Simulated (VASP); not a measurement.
Set up this calculation in VASP 6.6.1, as the native input.

```
Task                   : single point
Functional             : PBE
Potentials or basis    : VASP PAW PBE potentials, release 64 (K_sv, Cl)
Cutoff                 : 520 eV
k mesh                 : 10 × 10 × 10
Occupations            : gaussian, width 0.05 eV
Spin                   : no spin polarisation
Dipole correction      : no
Further INCAR settings : ALGO = Normal; EDIFF = 1e-06; NBANDS = 15
```

The structure of KCl lies in POSCAR:

```
KCl
1.0
    0.0000000000      3.2327327463      3.2327327463
    3.2327327463      0.0000000000      3.2327327463
    3.2327327463      3.2327327463      0.0000000000
K Cl
1 1
Direct
    0.0000000000      0.0000000000      0.0000000000
    0.5000000000      0.5000000000      0.5000000000
```

This cell differs from its parent crystal: volume scaled by 1.040.

One way to write it, as run:

INCAR

```
SYSTEM = KCl
PREC = Accurate
ENCUT = 520
EDIFF = 1E-6
ISMEAR = 0
SIGMA = 0.05
LREAL = .FALSE.
LASPH = .TRUE.
NELM = 100
ALGO = Normal
ISIF = 2
LWAVE = .FALSE.
LCHARG = .TRUE.
GGA = PE
LELF = .TRUE.
LVHAR = .TRUE.
NBANDS = 15
```

KPOINTS

```
Automatic mesh
0
G
  10 10 10
  0 0 0
```

Potentials or basis: VASP PAW PBE potentials, release 64 (K_sv, Cl).

Run with:

```bash
$ cat potpaw_PBE.64/K_sv/POTCAR potpaw_PBE.64/Cl/POTCAR > POTCAR
$ mpirun -np 1 vasp_std > vasp.out
```

It gave:

* Pressure: -0.6 GPa
* Band gap on the k mesh: 4.92 eV, direct

Run time: 63 s on 1 thread of AMD EPYC 9R45 (Zen 5), with other jobs on the host, peak memory 0.18 GiB.
